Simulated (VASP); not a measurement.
Wanted: the native input for a VASP 6.6.1 run.

- Task: single point
- Functional: LDA
- Potentials or basis: VASP PAW LDA potentials, release 64 (Fe_sv, Au_sv_GW)
- Cutoff: 600 eV
- k mesh: 6 × 6 × 6
- Occupations: gaussian, width 0.1 eV
- Spin: collinear spin, ferromagnetic start
- Starting moments: [3.23, 0.0] μB
- Dipole correction: no
- Further INCAR settings: ALGO = Normal; EDIFF = 1e-06; NBANDS = 28

The structure of FeAu lies in POSCAR:

```
FeAu
1.0
    1.4117478522      0.8150730025      4.4694532999
   -1.4117478522      0.8150730025      4.4694532999
    0.0000000000     -1.6301460050      4.4694532999
Fe Au
1 1
Direct
    0.5000000000      0.5000000000      0.5000000000
    0.0000000000      0.0000000000      0.0000000000
```

One way to write it, as run:

INCAR

```
PREC = Accurate
ENCUT = 600
EDIFF = 1E-6
ISMEAR = 0
SIGMA = 0.1
LREAL = F
LASPH = T
NELM = 200
ALGO = Normal
ISIF = 2
LWAVE = F
LCHARG = F
ISPIN = 2
MAGMOM = 3.23 0
LORBIT = 11
LMAXMIX = 4
GGA = CA
NBANDS = 28
GGA_COMPAT = F
```

KPOINTS

```
regular mesh
0
Gamma
  6 6 6
```

Potentials or basis: VASP PAW LDA potentials, release 64 (Fe_sv, Au_sv_GW).

Run with:

```console
$ cat potpaw_LDA.64/Fe_sv/POTCAR potpaw_LDA.64/Au_sv_GW/POTCAR > POTCAR
$ mpirun -np 1 vasp_std > vasp.out
```

Results of the run:

```
Pressure                                              : -16.2 GPa
Net moment                                            : 2.65 μB per cell
Site moments                                          : Fe +2.58; Au +0.00 μB
Valence electrons inside the program's atomic spheres : Fe 13.67; Au 17.17
```

Caveat: the k points lie up to 0.44 Å⁻¹ apart.

Run time: 120 s on 1 thread of Intel(R) Xeon(R) 6975P-C (Granite Rapids) (shared host), peak memory 0.25 GiB.
